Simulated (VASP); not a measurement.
Ge: single point with LDA

Crystal: Ge.

```
Ge
1.0
     4.68490    2.70483    2.07547
    -4.68490    2.70483    2.07547
     0.00000   -5.40966    2.07547
Ge
8
Cartesian
  0.0000 0.0000 4.4583
  0.0000 0.0000 1.7681
  -3.2626 -0.8392 2.6703
  2.3581 -2.4059 2.6703
  0.9045 3.2452 2.6703
  3.2626 0.8392 3.5561
  -2.3581 2.4059 3.5561
  -0.9045 -3.2452 3.5561
```

| Property | Result |
| --- | --- |
| Program | VASP 6.6.1 |
| Task | single point |
| Functional | LDA |
| Potentials or basis | VASP PAW LDA potentials, release 64 (Ge_d) |
| Cutoff | 520 eV |
| k mesh | 9 × 9 × 9 |
| Occupations | gaussian, width 0.15 eV |
| Spin | no spin polarisation |
| Dipole correction | no |
| Further INCAR settings | ALGO = Fast; EDIFF = 1e-06; NBANDS = 66 |

```yaml
Pressure: 2.4 GPa
Largest_force: 0.818 eV/Å
Band_gap_on_the_k_mesh: zero (bands 56 and 57 overlap by 0.82 eV)
```

Forces in eV/Å, atoms in the order of the input:
```
Ge   0.000  0.000 -0.818
Ge   0.000  0.000  0.818
Ge   0.038  0.759  0.115
Ge  -0.676 -0.347  0.115
Ge   0.638 -0.413  0.115
Ge  -0.038 -0.759 -0.115
Ge   0.676  0.347 -0.115
Ge  -0.638  0.413 -0.115
```

Stress tensor (GPa, compression positive):
```
 7.60  0.00  0.00
 0.00  7.60  0.00
 0.00  0.00 -8.03
```

Levels at points of the mesh, in eV from the Fermi level:
```tsv
k point	band 52	band 53	band 54	band 55	band 56	band 57	band 58	band 59	band 60	band 61
(0.00, 0.00, 0.00)	-3.79	-3.79	-1.30	-1.30	-0.60	1.57	1.87	1.87	3.84	3.84
```

It took 35 min on 1 thread of Oxide Virtual Turin-like Processor, on a shared host, peak memory 0.81 GiB.
